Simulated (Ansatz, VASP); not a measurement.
## Two plane-wave programs on AlGa3As4

```xyz
8
Lattice="5.7404 0.0000 0.0000 0.0000 5.7404 0.0000 0.0000 0.0000 5.7404" Properties=species:S:1:pos:R:3 pbc="T T T"
Al    2.8702    2.8702    2.8702
Ga    2.8702    0.0000    0.0000
Ga    0.0000    0.0000    2.8702
Ga    0.0000    2.8702    0.0000
As    4.3014    1.4390    4.3014
As    4.3014    4.3014    1.4390
As    1.4390    1.4390    1.4390
As    1.4390    4.3014    4.3014
```

Alike in both runs: functional PBE; k mesh 6 × 6 × 6; occupations gaussian, width 0.02 eV; no spin polarisation.

Ansatz relaxed the structure, and its values are those at the end. VASP's run is a single point on that final structure, the one shown.

```csv
,VASP,Ansatz
version,VASP 6.6.1,Ansatz 0.2.0
potentials or method,"VASP PAW PBE potentials, release 64 (Al, Ga_d, As), cutoff 520 eV","scalar-relativistic, plane waves, PAW"
valence electrons in the cell,62,102
```

|  | VASP | Ansatz | Ansatz less VASP |
| --- | --- | --- | --- |
| gap on the k mesh at the Fermi level (eV) | 0.55 | 0.54 | -0.002 |
| least direct gap on the mesh (eV) | 0.55 | 0.54 | -0.002 |
| pressure (GPa) | 0.2 | 0.0 | -0.17 |

With one functional, cell and mesh, what is left measures potentials, basis and numerics. VASP's potentials hold 62 valence electrons a cell and Ansatz's 102, so a difference there can come from the potentials and not from the codes.
